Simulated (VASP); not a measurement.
# Ta2N (P-31m) in VASP: further runs, part 2 of 2

VASP 6.6.1. The steps go on from the part before.

**5. Single point, PBE**

File INCAR:

```
SYSTEM = Ta2N
  PREC = Accurate
  ENCUT = 520
  EDIFF = 1E-6
  ISMEAR = 0
  SIGMA = 0.15
  LREAL = .False.
  LASPH = .True.
  NELM = 80
  ALGO = Normal
  ISIF = 2
  LWAVE = .False.
  LCHARG = .True.
  GGA = PE
  LELF = .True.
  LVHAR = .True.
  NBANDS = 50
```

File KPOINTS:

```
regular mesh
0
Gamma
  9 9 8
  0 0 0
```

File POSCAR:

```
Ta2N
1.0
    5.3499814770      0.0000000000      0.0000000000
   -2.6749907385      4.6332198689      0.0000000000
    0.0000000000      0.0000000000      4.8893480719
Ta N
6 3
Direct
    0.6435499110      0.6435499110      0.7528547364
    0.0000000000      0.3564500890      0.7528547364
    0.3564500890      0.0000000000      0.7528547364
    0.3564500890      0.3564500890      0.2471452636
    0.0000000000      0.6435499110      0.2471452636
    0.6435499110      0.0000000000      0.2471452636
    0.6666666667      0.3333333333      0.5000000000
    0.3333333333      0.6666666667      0.5000000000
    0.0000000000      0.0000000000      0.0000000000
```

Potentials or basis: VASP PAW PBE potentials, release 64 (Ta_pv, N).

Command:

```console
$ cat potpaw_PBE.64/Ta_pv/POTCAR potpaw_PBE.64/N/POTCAR > POTCAR
$ mpirun -np 1 vasp_std > vasp.out
```

OUTCAR:

```text
SYSTEM = Ta2N
   PREC = Accurate
   ENCUT = 520
   EDIFF = 1E-6
   ISMEAR = 0
   LREAL = .False.
   LASPH = .True.
   NELM = 80
   ISIF = 2
   GGA = PE

 ion  position               nearest neighbor table
   1  0.644  0.644  0.753-   8 2.12   7 2.12   9 2.26   4 2.86   4 2.91   2 2.99   2 2.99   3 2.99
                             3 2.99   5 3.08   6 3.08   5 3.12   6 3.12   3 3.30   2 3.30
   2  0.000  0.356  0.753-   7 2.12   8 2.12   9 2.26   5 2.86   5 2.91   1 2.99   1 2.99   3 2.99
                             3 2.99   4 3.08   6 3.08   4 3.12   6 3.12   3 3.30   1 3.30
   3  0.356  0.000  0.753-   8 2.12   7 2.12   9 2.26   6 2.86   6 2.91   1 2.99   2 2.99   1 2.99
                             2 2.99   4 3.08   5 3.08   4 3.12   5 3.12   2 3.30   1 3.30
[... 1500 lines left out ...]
 -----------------------------------------------------------------------------
  energy-cutoff  :      520.00
  volume of cell :      121.20
      direct lattice vectors                 reciprocal lattice vectors
     5.349981477  0.000000000  0.000000000     0.186916535  0.107916312  0.000000000
    -2.674990739  4.633219869  0.000000000     0.000000000  0.215832624  0.000000000
     0.000000000  0.000000000  4.889348072     0.000000000  0.000000000  0.204526245

 POSITION                                       TOTAL-FORCE (eV/Angst)
 -----------------------------------------------------------------------------------
      1.72149      2.98171      3.68097         1.379326      2.389064      1.145679
     -0.95350      1.65151      3.68097         1.379326     -2.389064      1.145679
      1.90700      0.00000      3.68097        -2.758653     -0.000000      1.145679
      0.95350      1.65151      1.20838        -1.379326     -2.389064     -1.145679
     -1.72149      2.98171      1.20838        -1.379326      2.389064     -1.145679
      3.44298      0.00000      1.20838         2.758653      0.000000     -1.145679
      2.67499      1.54441      2.44467         0.000000      0.000000     -0.000000
     -0.00000      3.08881      2.44467        -0.000000      0.000000      0.000000
      0.00000      0.00000      0.00000        -0.000000      0.000000      0.000000
 -----------------------------------------------------------------------------------
    total drift:                               -0.000000     -0.000000     -0.000000

  FREE ENERGIE OF THE ION-ELECTRON SYSTEM (eV)
  ---------------------------------------------------
  free  energy   TOTEN  =      -103.0894635269 eV

  energy  without entropy=     -103.0640828073  energy(sigma->0) =     -103.07677317
```

stdout:

```text
POSCAR found type information on POSCAR TaN
 POSCAR found :  2 types and       9 ions
 scaLAPACK will be used
 LDA part: xc-table for (Slater+PW92), standard interpolation
 POSCAR, INCAR and KPOINTS ok, starting setup
 FFT: planning ... GRIDC
 FFT: planning ... GRID_SOFT
 FFT: planning ... GRID
 WAVECAR not read
 entering main loop
```

Wall time 14 min (1 thread of Intel Xeon 8259CL, shared host); peak memory 0.47 GiB.

Results:

* Free energy: -103.0895 eV
* Pressure: 4.4 GPa
* Largest force: 2.987 eV/Å
* Band gap on the k mesh: zero (an odd number of electrons rules out a gap without spin polarisation)

Forces on the atoms (eV/Å):
```
Ta   1.379  2.389  1.146
Ta   1.379 -2.389  1.146
Ta  -2.759  0.000  1.146
Ta  -1.379 -2.389 -1.146
Ta  -1.379  2.389 -1.146
Ta   2.759  0.000 -1.146
N    0.000  0.000  0.000
N    0.000  0.000  0.000
N    0.000  0.000  0.000
```

Caveat: the stress differs along the axes, from 2 to 9 GPa; spin-orbit coupling is left out, which moves the levels of the heavy elements; forces of over 1 eV/Å act on the atoms, so gaps and moduli don't describe the material at rest.

**6. Single point, PBE**

This run uses another cell than the first one, of the same volume but with other edges.

File INCAR:

```
SYSTEM = Ta2N
PREC     = Accurate       ! precision mode
ENCUT    = 520            ! plane-wave cutoff, eV
EDIFF    = 1E-6           ! SCF threshold, eV
ISMEAR   = 0              ! smearing method
SIGMA    = 0.15           ! smearing width, eV
LREAL    = .FALSE.        ! projectors in reciprocal space
LASPH    = .TRUE.         ! aspherical terms in the spheres
NELM     = 80             ! most SCF steps
ALGO     = Normal         ! electronic algorithm
ISIF     = 2              ! what is computed and relaxed
LWAVE    = .FALSE.        ! write WAVECAR
LCHARG   = .FALSE.        ! write CHGCAR
GGA      = PE             ! functional
NBANDS   = 50             ! bands
```

File KPOINTS:

```
regular mesh
0
G
  9 9 8
  0 0 0
```

File POSCAR:

```
Ta2N
1.0
    5.4639445277      0.0000000000      0.0000000000
   -2.7319722638      4.7319147659      0.0000000000
    0.0000000000      0.0000000000      4.6875180103
Ta N
6 3
Direct
    0.6788335835      0.6788335835      0.7528547364
    0.0000000000      0.3211664165      0.7528547364
    0.3211664165      0.0000000000      0.7528547364
    0.3211664165      0.3211664165      0.2471452636
    0.0000000000      0.6788335835      0.2471452636
    0.6788335835      0.0000000000      0.2471452636
    0.6666666667      0.3333333333      0.5000000000
    0.3333333333      0.6666666667      0.5000000000
    0.0000000000      0.0000000000      0.0000000000
```

Potentials or basis: VASP PAW PBE potentials, release 64 (Ta_pv, N).

Command:

```console
$ cat potpaw_PBE.64/Ta_pv/POTCAR potpaw_PBE.64/N/POTCAR > POTCAR
$ mpirun -np 1 vasp_std > vasp.out
```

OUTCAR:

```text
SYSTEM = Ta2N
   PREC = Accurate
   ENCUT = 520
   EDIFF = 1E-6
   ISMEAR = 0
   LREAL = .FALSE.
   LASPH = .TRUE.
   NELM = 80
   ISIF = 2
   GGA = PE

 ion  position               nearest neighbor table
   1  0.679  0.679  0.753-   9 2.10   8 2.20   7 2.20   5 2.91   6 2.91   5 2.95   6 2.95   4 3.03
                             3 3.04   2 3.04   4 3.07   3 3.21   2 3.21   2 3.21   3 3.21
   2  0.000  0.321  0.753-   9 2.10   7 2.20   8 2.20   4 2.91   6 2.91   4 2.95   6 2.95   5 3.03
                             3 3.04   1 3.04   5 3.07   1 3.21   3 3.21   1 3.21   3 3.21
   3  0.321  0.000  0.753-   9 2.10   8 2.20   7 2.20   4 2.91   5 2.91   4 2.95   5 2.95   6 3.03
                             2 3.04   1 3.04   6 3.07   1 3.21   2 3.21   2 3.21   1 3.21
   4  0.321  0.321  0.247-   9 2.10   7 2.20   8 2.20   2 2.91   3 2.91   2 2.95   3 2.95   1 3.03
                             6 3.04   5 3.04   1 3.07   6 3.21   5 3.21   5 3.21   6 3.21
   5  0.000  0.679  0.247-   9 2.10   8 2.20   7 2.20   1 2.91   3 2.91   1 2.95   3 2.95   2 3.03
                             6 3.04   4 3.04   2 3.07   4 3.21   6 3.21   4 3.21   6 3.21
   6  0.679  0.000  0.247-   9 2.10   7 2.20   8 2.20   1 2.91   2 2.91   1 2.95   2 2.95   3 3.03
                             5 3.04   4 3.04   3 3.07   4 3.21   5 3.21   5 3.21   4 3.21
   7  0.667  0.333  0.500-   2 2.20   6 2.20   3 2.20   5 2.20   4 2.20   1 2.20
   8  0.333  0.667  0.500-   5 2.20   3 2.20   6 2.20   2 2.20   1 2.20   4 2.20
   9  0.000  0.000  0.000-   3 2.10   6 2.10   5 2.10   2 2.10   1 2.10   4 2.10

  LATTYP: Found a hexagonal cell.
 ALAT       =     5.4639445277
 C/A-ratio  =     0.8579000000

  Lattice vectors:

 A1 = (   5.4639445277,   0.0000000000,   0.0000000000)
 A2 = (  -2.7319722638,   4.7319147659,   0.0000000000)
 A3 = (   0.0000000000,   0.0000000000,   4.6875180103)

Analysis of symmetry for initial positions (statically):
=====================================================================
 Subroutine PRICEL returns:
 Original cell was already a primitive cell.

 Routine SETGRP: Setting up the symmetry group for a
 hexagonal supercell.

 Subroutine GETGRP returns: Found 12 space group operations
 (whereof 12 operations were pure point group operations)
[... 160 lines left out ...]
   LRPA    =     F    only Hartree local field effects (RPA)
 non-spin polarized calculation
 Gauss-broadening in eV      SIGMA  =   0.15
  energy-cutoff  :      520.00
  volume of cell :      121.20
 maximum number of plane-waves:      3287
 NGX is ok and might be reduce to    42

 number of electron      80.9999987 magnetization

 Free energy of the ion-electron system (eV)
  ---------------------------------------------------
  ext. energy  EPLUGINS =         0.00000000
  ---------------------------------------------------
  free energy    TOTEN  =      -103.41387147 eV

  energy without entropy =     -103.37146343  energy(sigma->0) =     -103.39266745

 E-fermi :   7.2824     XC(G=0): -12.8936

 val. band max:        7.2782819290   @ k =   0.3333   0.0000   0.5000
 cond. band min:       7.2825489457   @ k =   0.4444  -0.0000   0.3750
 fundamental gap:      0.0042670168
 Fermi energy:         7.2823673844

 k-point     1 :       0.0000    0.0000    0.0000
  band No.  band energies     occupation
      1     -28.4544      2.00000
      2     -27.9096      2.00000
      3     -27.8672      2.00000
      4     -27.8672      2.00000
      5     -27.8371      2.00000
      6     -27.7745      2.00000
[... 1261 lines left out ...]
     49      10.4105      0.00000
     50      10.6064      0.00000

 [... further k-points ...]

------------------------ aborting loop because EDIFF is reached ----------------------------------------

  FORCE on cell =-STRESS in cart. coord.  units (eV):
  Direction    XX          YY          ZZ          XY          YZ          ZX
  --------------------------------------------------------------------------------------
  -------------------------------------------------------------------------------------
  Total       -3.4978528     -3.4978528     14.0734862     -0.0000000     -0.0000000      0.0000000
  in kB      -46.2408666    -46.2408666    186.0484814     -0.0000000     -0.0000000      0.0000000
  external PRESSURE =      31.1889161 kB  Pullay stress =       0.0000000 kB

 VOLUME and BASIS-vectors are now :
 -----------------------------------------------------------------------------
  energy-cutoff  :      520.00
  volume of cell :      121.20
      direct lattice vectors                 reciprocal lattice vectors
     5.463944528  0.000000000  0.000000000     0.183017963  0.105665470  0.000000000
    -2.731972264  4.731914766  0.000000000     0.000000000  0.211330941  0.000000000
     0.000000000  0.000000000  4.687518010     0.000000000  0.000000000  0.213332514

 POSITION                                       TOTAL-FORCE (eV/Angst)
 -----------------------------------------------------------------------------------
      1.85455      3.21218      3.52902        -0.740495     -1.282575     -0.799973
     -0.87742      1.51973      3.52902        -0.740495      1.282575     -0.799973
      1.75484      0.00000      3.52902         1.480990      0.000000     -0.799973
      0.87742      1.51973      1.15850         0.740495      1.282575      0.799973
     -1.85455      3.21218      1.15850         0.740495     -1.282575      0.799973
      3.70911      0.00000      1.15850        -1.480990     -0.000000      0.799973
      2.73197      1.57730      2.34376         0.000000     -0.000000      0.000000
     -0.00000      3.15461      2.34376        -0.000000      0.000000      0.000000
      0.00000      0.00000      0.00000        -0.000000      0.000000      0.000000
 -----------------------------------------------------------------------------------
    total drift:                                0.000000      0.000000      0.000000

  FREE ENERGIE OF THE ION-ELECTRON SYSTEM (eV)
  ---------------------------------------------------
  free  energy   TOTEN  =      -103.4138714737 eV

  energy  without entropy=     -103.3714634293  energy(sigma->0) =     -103.39266745
```

stdout:

```text
POSCAR found type information on POSCAR TaN
 POSCAR found :  2 types and       9 ions
 scaLAPACK will be used
 LDA part: xc-table for (Slater+PW92), standard interpolation
 POSCAR, INCAR and KPOINTS ok, starting setup
 FFT: planning ... GRIDC
 FFT: planning ... GRID_SOFT
 FFT: planning ... GRID
 WAVECAR not read
 entering main loop
```

Run time: 4.6 min. Hardware: 1 thread of Intel Xeon 6975P-C (Granite Rapids), shared host; peak memory 0.48 GiB.

What came out:

```
Free energy            : -103.4139 eV
Pressure               : 3.1 GPa
Largest force          : 1.683 eV/Å
Band gap on the k mesh : zero (an odd number of electrons rules out a gap without spin polarisation)
```

Forces on the atoms (eV/Å):
```
Ta  -0.740 -1.283 -0.800
Ta  -0.740  1.283 -0.800
Ta   1.481  0.000 -0.800
Ta   0.740  1.283  0.800
Ta   0.740 -1.283  0.800
Ta  -1.481  0.000  0.800
N    0.000  0.000  0.000
N    0.000  0.000  0.000
N    0.000  0.000  0.000
```

Caveat: the stress differs along the axes, from -5 to 19 GPa; spin-orbit coupling is left out, which moves the levels of the heavy elements; forces of over 1 eV/Å act on the atoms, so gaps and moduli don't describe the material at rest.

**7. The runs side by side**

```tsv
cell	gap on the mesh (eV)	pressure (GPa)	largest force (eV/Å)
a = 5.350, b = 5.350, c = 4.889 Å, angles 90.0, 90.0, 120.0°, 9 atoms, atomic positions A	none	1.5	1.53
a = 5.212, b = 5.212, c = 5.152 Å, angles 90.0, 90.0, 120.0°, 9 atoms, atomic positions B	none	8.9	4.66
a = 5.279, b = 5.279, c = 5.021 Å, angles 90.0, 90.0, 120.0°, 9 atoms, atomic positions C	none	6.2	3.81
a = 5.350, b = 5.350, c = 4.889 Å, angles 90.0, 90.0, 120.0°, 9 atoms, atomic positions D	none	4.4	2.99
a = 5.464, b = 5.464, c = 4.688 Å, angles 90.0, 90.0, 120.0°, 9 atoms, atomic positions E	none	3.1	1.68
```

Alike in all rows: task single point; level PBE; potentials or basis VASP PAW PBE potentials, release 64 (Ta_pv, N); no spin polarisation; k mesh 9 × 9 × 8; cutoff (eV) 520; smearing gaussian 0.15 eV.

Caveats: spin-orbit coupling is left out, which moves the levels of the heavy elements; forces of over 1 eV/Å act on the atoms, so gaps and moduli don't describe the material at rest; the stress differs along the axes, from -1 to 6 GPa (at least some runs); the stress differs along the axes, from -1 to 14 GPa (at least some runs); the stress differs along the axes, from 1 to 9 GPa (at least some runs); the stress differs along the axes, from 2 to 9 GPa (at least some runs); the stress differs along the axes, from -5 to 19 GPa (at least some runs).

Absolute energies hang on the potentials; compare differences alone.

The gap in the log of VASP goes by the Fermi energy; the results here count the filled bands.